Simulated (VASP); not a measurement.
# LiF (Pm-3m) in VASP: further runs

LiF is run at these levels: PBE, r2SCAN; tasks: single point.

Program: VASP 6.6.1. These are calculated values, not measurements. Logs are shortened: lines on timing, memory, paths and dates and some standing lists are left out, and cuts for length are marked.

### Step 1. The cell of the first run

The structure is cubic, space group Pm-3m (No. 221). Conventional cell: a = 2.610 Å, b = 2.610 Å, c = 2.610 Å, α = 90.00°, β = 90.00°, γ = 90.00°. Li (site symmetry m-3m) has 8 F at 2.26 Å and 6 Li at 2.61 Å within 3.0 Å. F (site symmetry m-3m) has 8 Li at 2.26 Å and 6 F at 2.61 Å within 3.0 Å.

### Step 2. Single point, PBE (8.89 Å³/atom)

INCAR reads:

```
SYSTEM = LiF
PREC     = Accurate       ! precision mode
ENCUT    = 520            ! plane-wave cutoff, eV
EDIFF    = 1E-7           ! SCF threshold, eV
ISMEAR   = 0              ! smearing method
SIGMA    = 0.01           ! smearing width, eV
LREAL    = .FALSE.        ! projectors in reciprocal space
LASPH    = .TRUE.         ! aspherical terms in the spheres
NELM     = 60             ! most SCF steps
ALGO     = Normal         ! electronic algorithm
ISIF     = 2              ! what is computed and relaxed
LWAVE    = .FALSE.        ! write WAVECAR
LCHARG   = .FALSE.        ! write CHGCAR
GGA      = PE             ! functional
NBANDS   = 12             ! bands
```

KPOINTS reads:

```
Automatic mesh
0
G
  8 8 8
  0 0 0
```

POSCAR reads:

```
LiF
1.0
    2.6101555959      0.0000000000      0.0000000000
    0.0000000000      2.6101555959      0.0000000000
    0.0000000000      0.0000000000      2.6101555959
Li F
1 1
Direct
    0.0000000000      0.0000000000      0.0000000000
    0.5000000000      0.5000000000      0.5000000000
```

Potentials or basis: VASP PAW PBE potentials, release 64 (Li_sv, F).

Launch:

```console
cat potpaw_PBE.64/Li_sv/POTCAR potpaw_PBE.64/F/POTCAR > POTCAR
mpirun -np 1 vasp_std > vasp.out
```

OUTCAR:

```text
SYSTEM = LiF
   PREC = Accurate
   ENCUT = 520
   EDIFF = 1E-7
   ISMEAR = 0
   LREAL = .FALSE.
   LASPH = .TRUE.
   NELM = 60
   ISIF = 2
   GGA = PE

 ion  position               nearest neighbor table
   1  0.000  0.000  0.000-
   2  0.500  0.500  0.500-

  LATTYP: Found a simple cubic cell.
 ALAT       =     2.6101555959

  Lattice vectors:

 A1 = (   2.6101555959,   0.0000000000,   0.0000000000)
 A2 = (   0.0000000000,   2.6101555959,   0.0000000000)
 A3 = (   0.0000000000,   0.0000000000,   2.6101555959)

Analysis of symmetry for initial positions (statically):
=====================================================================
 Subroutine PRICEL returns:
 Original cell was already a primitive cell.

 Routine SETGRP: Setting up the symmetry group for a
 simple cubic supercell.

 Subroutine GETGRP returns: Found 48 space group operations
 (whereof 48 operations were pure point group operations)
 out of a pool of 48 trial point group operations.

The static configuration has the point symmetry O_h .

Analysis of symmetry for dynamics (positions and initial velocities):
=====================================================================
 Subroutine PRICEL returns:
 Original cell was already a primitive cell.

 Routine SETGRP: Setting up the symmetry group for a
 simple cubic supercell.

 Subroutine GETGRP returns: Found 48 space group operations
 (whereof 48 operations were pure point group operations)
 out of a pool of 48 trial point group operations.

The dynamic configuration has the point symmetry O_h .

 Subroutine INISYM returns: Found 48 space group operations
 (whereof 48 operations are pure point group operations),
 and found     1 'primitive' translations

----------------------------------------------------------------------------------------

                                     Primitive cell

  volume of cell :      17.7828

  direct lattice vectors                    reciprocal lattice vectors
     2.610155596  0.000000000  0.000000000     0.383118923  0.000000000  0.000000000
     0.000000000  2.610155596  0.000000000     0.000000000  0.383118923  0.000000000
     0.000000000  0.000000000  2.610155596     0.000000000  0.000000000  0.383118923

  length of vectors
     2.610155596  2.610155596  2.610155596     0.383118923  0.383118923  0.383118923

  position of ions in fractional coordinates (direct lattice)
     0.000000000  0.000000000  0.000000000
     0.500000000  0.500000000  0.500000000

  ion indices of the primitive-cell ions
   primitive index   ion index
                 1           1
                 2           2

----------------------------------------------------------------------------------------

 KPOINTS: Automatic mesh

Automatic generation of k-mesh.
 Grid dimensions read from file:
 generate k-points for:    8    8    8

 Generating k-lattice:

  Cartesian coordinates                     Fractional coordinates (reciprocal lattice)
     0.047889865  0.000000000  0.000000000     0.125000000  0.000000000  0.000000000
     0.000000000  0.047889865  0.000000000     0.000000000  0.125000000  0.000000000
     0.000000000  0.000000000  0.047889865     0.000000000  0.000000000  0.125000000

  Length of vectors
     0.047889865  0.047889865  0.047889865

  Shift w.r.t. Gamma in fractional coordinates (k-lattice)
     0.000000000  0.000000000  0.000000000

 Subroutine IBZKPT returns following result:
 ===========================================

 Found     35 irreducible k-points:

 Following reciprocal coordinates:
            Coordinates               Weight
  0.000000  0.000000  0.000000      1.000000
  0.125000  0.000000  0.000000      6.000000
  0.250000  0.000000  0.000000      6.000000
  0.375000  0.000000  0.000000      6.000000
  0.500000  0.000000  0.000000      3.000000
  0.125000  0.125000  0.000000     12.000000
[... 16 lines left out ...]
  0.375000  0.375000  0.125000     24.000000
  0.500000  0.375000  0.125000     24.000000
 [... further k-points ...]
   k-points           NKPTS =     35   k-points in BZ     NKDIM =     35   number of bands    NBANDS=     12
   number of dos      NEDOS =    301   number of ions     NIONS =      2
   total plane-waves  NPLWV =   8000
   dimension x,y,z NGX =    20 NGY =   20 NGZ =   20
   dimension x,y,z NGXF=    40 NGYF=   40 NGZF=   40
   ions per type =               1   1
   NGX,Y,Z   is equivalent  to a cutoff of  12.74, 12.74, 12.74 a.u.
   NGXF,Y,Z  is equivalent  to a cutoff of  25.48, 25.48, 25.48 a.u.
 SYSTEM =  LiF
   PREC   = accura    normal or accurate (medium, high low for compatibility)
   ISTART =      0    job   : 0-new  1-cont  2-samecut
   ICHARG =      2    charge: 1-file 2-atom 10-const
   ISPIN  =      1    spin polarized calculation?
   LNONCOLLINEAR =      F non collinear calculations
   LSORBIT =      F    spin-orbit coupling
   LASPH  =      T    aspherical Exc in radial PAW
   ENCUT  =  520.0 eV  38.22 Ry    6.18 a.u.   4.85  4.85  4.85*2*pi/ulx,y,z
   NELM   =     60;   NELMIN=  2; NELMDL= -5     # of ELM steps
   EDIFF  = 0.1E-06   stopping-criterion for ELM
   LREAL  =      F    real-space projection
   EDIFFG = 0.1E-05   stopping-criterion for IOM
   NSW    =      0    number of steps for IOM
   IBRION =     -1    ionic relax: 0-MD 1-quasi-New 2-CG
   NFREE  =      0    steps in history (QN), initial steepest desc. (CG)
   ISIF   =      2    stress and relaxation
   ISYM   =      2    0-nonsym 1-usesym 2-fastsym
   POTIM  = 0.5000    time-step for ionic-motion
   TEBEG  =    0.0;   TEEND  =   0.0 temperature during run
   PSTRESS=    0.0 pullay stress
   NELECT =      10.0000    total number of electrons
   NUPDOWN=      -1.0000    fix difference up-down
   EMIN   =  10.00;   EMAX   =-10.00  energy-range for DOS
   EFERMI =   0.00;   METHOD = LEGACY
   ISMEAR =     0;   SIGMA  =   0.01  broadening in eV -4-tet -1-fermi 0-gaus
   EFERMI_NEDOS =   21; number of points for ismear=-14 and -15
   IALGO  =     38    algorithm
   IMIX   =      4    mixing-type and parameters
     AMIX     =   0.40;   BMIX     =  1.00
     AMIX_MAG =   1.60;   BMIX_MAG =  1.00
  volume/ion in A,a.u.               =       8.89        60.00
  Fermi-wavevector in a.u.,A,eV,Ry     =   1.351269  2.553528 24.843252  1.825928
  Thomas-Fermi vector in A             =   2.478705
   LORBIT       =      0    0 simple, 1 ext, 2 COOP (PROOUT), +10 PAW based schemes
   GGA     = PE    functional components
   LHFCALC =     F    Hartree Fock is set to
   AEXX    =    0.0000 exact exchange contribution
   IVDW    =     0    specifies the selected vdW correction
   LEPSILON=     F    determine dielectric tensor
   LRPA    =     F    only Hartree local field effects (RPA)
 non-spin polarized calculation
 Gauss-broadening in eV      SIGMA  =   0.01
  energy-cutoff  :      520.00
  volume of cell :       17.78
 maximum number of plane-waves:       500
 NGX is ok and might be reduce to    20
   NGX =  9   NGY =  9   NGZ =  9

 number of electron      10.0000000 magnetization

 number of electron       9.9999986 magnetization

 Free energy of the ion-electron system (eV)
  ---------------------------------------------------
  ext. energy  EPLUGINS =         0.00000000
  ---------------------------------------------------
  free energy    TOTEN  =        -9.03700277 eV

  energy without entropy =       -9.03700277  energy(sigma->0) =       -9.03700277

 E-fermi :  -0.1660     XC(G=0):  -9.6530

 val. band max:       -0.3154403275   @ k =   0.5000   0.5000   0.0000
 cond. band min:       6.7391207596   @ k =   0.0000   0.0000   0.0000
 fundamental gap:      7.0545610871
 Fermi energy:        -0.1660277449

 k-point     1 :       0.0000    0.0000    0.0000
  band No.  band energies     occupation
      1     -43.2598      2.00000
      2     -20.8735      2.00000
      3      -0.9269      2.00000
      4      -0.9269      2.00000
      5      -0.9269      2.00000
      6       6.7391      0.00000
      7      18.1596      0.00000
      8      18.1596      0.00000
      9      19.8994      0.00000
     10      19.8994      0.00000
     11      19.8994      0.00000
     12      36.9022      0.00000

 k-point     2 :       0.1250    0.0000    0.0000
  band No.  band energies     occupation
      1     -43.2544      2.00000
      2     -20.8168      2.00000
      3      -1.4253      2.00000
      4      -0.8761      2.00000
      5      -0.8761      2.00000
      6       7.1046      0.00000
      7      16.2122      0.00000
      8      18.5028      0.00000
      9      19.8478      0.00000
     10      19.8478      0.00000
     11      22.6763      0.00000
     12      34.9979      0.00000

 k-point     3 :       0.2500    0.0000    0.0000
  band No.  band energies     occupation
      1     -43.2414      2.00000
      2     -20.6747      2.00000
      3      -2.4706      2.00000
      4      -0.7512      2.00000
      5      -0.7512      2.00000
      6       7.8137      0.00000
      7      14.4071      0.00000
      8      19.5313      0.00000
      9      19.6975      0.00000
     10      19.6975      0.00000
     11      26.9157      0.00000
     12      30.5596      0.00000
[... 286 lines left out ...]
 k-point    23 :       0.3750    0.3750    0.1250
  band No.  band energies     occupation
      1     -43.1965      2.00000
      2     -20.0944      2.00000
      3      -2.9642      2.00000
      4      -2.8738      2.00000
      5      -0.7591      2.00000
      6      11.3651      0.00000
      7      12.9343      0.00000
      8      13.2459      0.00000
      9      20.6523      0.00000
     10      21.6307      0.00000
     11      26.4789      0.00000
     12      28.0156      0.00000

 k-point    24 :       0.5000    0.3750    0.1250
  band No.  band energies     occupation
      1     -43.1918      2.00000
      2     -20.0265      2.00000
      3      -3.2516      2.00000
      4      -2.8469      2.00000
      5      -0.7034      2.00000
      6      11.9636      0.00000
      7      12.3275      0.00000
      8      13.1757      0.00000
      9      20.0077      0.00000
     10      22.0690      0.00000
     11      26.0731      0.00000
     12      27.5325      0.00000

 [... further k-points ...]

------------------------ aborting loop because EDIFF is reached ----------------------------------------

  FORCE on cell =-STRESS in cart. coord.  units (eV):
  Direction    XX          YY          ZZ          XY          YZ          ZX
  --------------------------------------------------------------------------------------
  -------------------------------------------------------------------------------------
  Total       -0.4382589     -0.4382589     -0.4382589      0.0000000      0.0000000     -0.0000000
  in kB      -39.4859084    -39.4859084    -39.4859084      0.0000000      0.0000000     -0.0000000
  external PRESSURE =     -39.4859084 kB  Pullay stress =       0.0000000 kB

 VOLUME and BASIS-vectors are now :
 -----------------------------------------------------------------------------
  energy-cutoff  :      520.00
  volume of cell :       17.78
      direct lattice vectors                 reciprocal lattice vectors
     2.610155596  0.000000000  0.000000000     0.383118923  0.000000000  0.000000000
     0.000000000  2.610155596  0.000000000     0.000000000  0.383118923  0.000000000
     0.000000000  0.000000000  2.610155596     0.000000000  0.000000000  0.383118923

 POSITION                                       TOTAL-FORCE (eV/Angst)
 -----------------------------------------------------------------------------------
      0.00000      0.00000      0.00000         0.000000      0.000000      0.000000
      1.30508      1.30508      1.30508         0.000000      0.000000      0.000000
 -----------------------------------------------------------------------------------
    total drift:                               -0.000000      0.000000      0.000000

  FREE ENERGIE OF THE ION-ELECTRON SYSTEM (eV)
  ---------------------------------------------------
  free  energy   TOTEN  =        -9.0370027700 eV

  energy  without entropy=       -9.0370027700  energy(sigma->0) =       -9.03700277
```

Run time: 4.1 s. Hardware: 1 thread of Intel Xeon Platinum 8559C (Emerald Rapids), shared host; peak memory 0.12 GiB.

Results:

```
Free energy            : -9.0370 eV
Band gap on the k mesh : 7.05 eV (least direct gap 7.67 eV)
```

Caveat: the cutoff is under 1.25 times the usual one of these potentials, so pressure, stress and relaxed cells hold a basis-set (Pulay) error. A k mesh can miss the band edges.

### Step 3. Single point, PBE

This run uses another cell than the first one, of 7.97 Å³/atom.

INCAR reads:

```
SYSTEM = LiF
PREC = Accurate ; ENCUT = 520
EDIFF = 1E-7 ; ISMEAR = 0
SIGMA = 0.01 ; LREAL = .False.
LASPH = .True. ; NELM = 60
ALGO = Normal ; ISIF = 2
LWAVE = .False. ; LCHARG = .True.
GGA = PE ; LELF = .True.
LVHAR = .True. ; NBANDS = 12
```

KPOINTS reads:

```
regular mesh
0
Gamma
  10 10 10
  0 0 0
```

POSCAR reads:

```
LiF
1.0
    2.5162584446      0.0000000000      0.0000000000
    0.0000000000      2.5162584446      0.0000000000
    0.0000000000      0.0000000000      2.5162584446
Li F
1 1
Direct
    0.0000000000      0.0000000000      0.0000000000
    0.5000000000      0.5000000000      0.5000000000
```

Potentials or basis: VASP PAW PBE potentials, release 64 (Li_sv, F).

Launch:

```console
cat potpaw_PBE.64/Li_sv/POTCAR potpaw_PBE.64/F/POTCAR > POTCAR
mpirun -np 1 vasp_std > vasp.out
```

Wall time 6 s (1 thread of Intel Xeon Platinum 8559C (Emerald Rapids), shared host); peak memory 0.12 GiB.

The run converged. Its results:

- Free energy: -9.0388 eV
- Band gap on the k mesh: 7.95 eV (least direct gap 8.67 eV)

Levels at points of the mesh, in eV from the valence-band top:
```
           k point  band 1  band 2  band 3  band 4  band 5  band 6  band 7  band 8  band 9  band 10
(0.00, 0.00, 0.00)  -42.81  -21.01   -0.72   -0.72   -0.72    7.95   19.15   19.15   21.50    21.50
(0.50, 0.00, 0.00)  -42.75  -20.51   -3.91   -0.30   -0.30    9.38   14.58   20.76   20.76    24.57
(0.50, 0.50, 0.00)  -42.70  -19.92   -3.48   -3.48    0.00   13.69   14.05   14.05   19.93    24.53
(0.50, 0.50, 0.50)  -42.66  -19.43   -2.41   -2.41   -2.41   11.25   11.25   11.25   24.89    24.89
```

Caveat: the cutoff is under 1.25 times the usual one of these potentials, so pressure, stress and relaxed cells hold a basis-set (Pulay) error. A k mesh can miss the band edges.

(Part 1 of 3 ends here.)
